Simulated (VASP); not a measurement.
Wanted: the native input for a VASP 6.6.1 run.

```
Task                   : single point
Functional             : r2SCAN
Potentials or basis    : VASP PAW PBE potentials, release 64 (Ag)
Cutoff                 : 520 eV
k mesh                 : 20 × 20 × 11
Occupations            : fermi-dirac, width 0.1 eV
Spin                   : no spin polarisation
Dipole correction      : no
Further INCAR settings : ALGO = Normal; EDIFF = 1e-06; NBANDS = 18
```

Crystal: Ag.

```
CELL_PARAMETERS angstrom
2.91523 0.00000 0.00000
-1.45762 2.52466 0.00000
0.00000 0.00000 4.71455
ATOMIC_POSITIONS crystal
Ag 0.33333 0.66667 0.25000
Ag 0.66667 0.33333 0.75000
```

The input as run:

POSCAR

```
Ag
1.0
    2.9152311666      0.0000000000      0.0000000000
   -1.4576155833      2.5246642482      0.0000000000
    0.0000000000      0.0000000000      4.7145543034
Ag
2
Direct
    0.3333333333      0.6666666667      0.2500000000
    0.6666666667      0.3333333333      0.7500000000
```

INCAR.step1

```
SYSTEM = Ag
PREC = Accurate
ENCUT = 520
ISMEAR = -1
SIGMA = 0.1
LREAL = .False.
LASPH = .True.
NELM = 80
NBANDS = 18
GGA = PE
ALGO = Normal
EDIFF = 1E-4
LWAVE = .True.
LCHARG = .False.
```

INCAR.step2

```
SYSTEM = Ag
PREC = Accurate
ENCUT = 520
EDIFF = 1E-6
ISMEAR = -1
SIGMA = 0.1
LREAL = .False.
LASPH = .True.
NELM = 80
ALGO = Normal
ISIF = 2
LWAVE = .False.
LCHARG = .False.
METAGGA = R2SCAN
LMIXTAU = .True.
NBANDS = 18
ISTART = 1
```

KPOINTS

```
Automatic mesh
0
Gamma
  20 20 11
  0 0 0
```

Potentials or basis: VASP PAW PBE potentials, release 64 (Ag).

Run with:

```bash
$ cat potpaw_PBE.64/Ag/POTCAR > POTCAR
$ cp INCAR.step1 INCAR
$ mpirun -np 1 vasp_std > vasp.out
$ cp INCAR.step2 INCAR
$ mpirun -np 1 vasp_std > vasp.out
```

It gave:

| Property | Result |
| --- | --- |
| Pressure | 0.0 GPa |
| Band gap on the k mesh | zero (band 11 reaches 12.03 eV, above the bottom of band 12 at 4.54 eV) |

Caveat: the PAW data sets were made with another functional, which shifts forces and pressure a little.

Run time: 5 min on 1 thread of Intel Xeon 6975P-C, with other jobs on the host, peak memory 0.27 GiB.
